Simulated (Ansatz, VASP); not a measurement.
**Two plane-wave programs on LiF**

File INCAR:

```
SYSTEM = LiF
PREC = Accurate
ENCUT = 520
EDIFF = 1E-6
ISMEAR = 0
SIGMA = 0.01
LREAL = .FALSE.
LASPH = .TRUE.
NELM = 60
ALGO = Normal
ISIF = 2
LWAVE = .FALSE.
LCHARG = .TRUE.
GGA = PS
LELF = .TRUE.
LVHAR = .TRUE.
NBANDS = 12
```

The input KPOINTS:

```
regular mesh
0
G
  10 10 10
  0 0 0
```

The input POSCAR:

```
LiF
1.0
    0.0000000000      2.0140000000      2.0140000000
    2.0140000000      0.0000000000      2.0140000000
    2.0140000000      2.0140000000      0.0000000000
F Li
1 1
Direct
    0.5000000000      0.5000000000      0.5000000000
    0.0000000000      0.0000000000      0.0000000000
```

input.yaml

```yaml
crystal:
  lattice:
    - [0.0, 2.014, 2.014]
    - [2.014, 0.0, 2.014]
    - [2.014, 2.014, 0.0]
  atoms:
    - { symbol: F, position: [0.5, 0.5, 0.5] }
    - { symbol: Li, position: [0.0, 0.0, 0.0] }
kpoints:
  mp_grid: { grid: [10, 10, 10] }
  band_path:
    path:
      - [0.0, 0.0, 0.0]
      - [0.5, 0.0, 0.5]
      - [0.625, 0.25, 0.625]
      - [0.375, 0.375, 0.75]
      - [0.5, 0.5, 0.5]
      - [0.5, 0.25, 0.75]
      - [-0.0625, 0.0, 0.0625]
    npoints: 1
hamiltonian:
  xc: pbesol
scf:
  occupations: { method: fixed }
  n_extra_bands: 4
output:
  forces: true
  stress: true
  eigenvalues: true
  write_density: true
  write_potential: true
  elf: true
  volumetric_format: npy
```

Alike in both runs: functional PBEsol; k mesh 10 × 10 × 10; no spin polarisation.

|  | VASP | Ansatz |
| --- | --- | --- |
| version | VASP 6.6.1 | Ansatz 0.2.0 |
| potentials or method | VASP PAW PBE potentials, release 64 (F, Li_sv) | Ansatz PAW |
| plane-wave cutoff (eV) | 520 | 420 |
| occupations | gaussian, width 0.01 eV | fixed |
| valence electrons in the cell | 10 | 10 |
| task | single point | band structure |

```csv
,VASP,Ansatz,Ansatz less VASP
gap on the k mesh at the Fermi level (eV),8.92,8.92,+0.002
least direct gap on the mesh (eV),8.92,8.92,+0.002
```

VASP's potentials were made for PBE, not for PBEsol.

Noted on VASP's run: the cutoff is short for stress, so the pressure is rough.
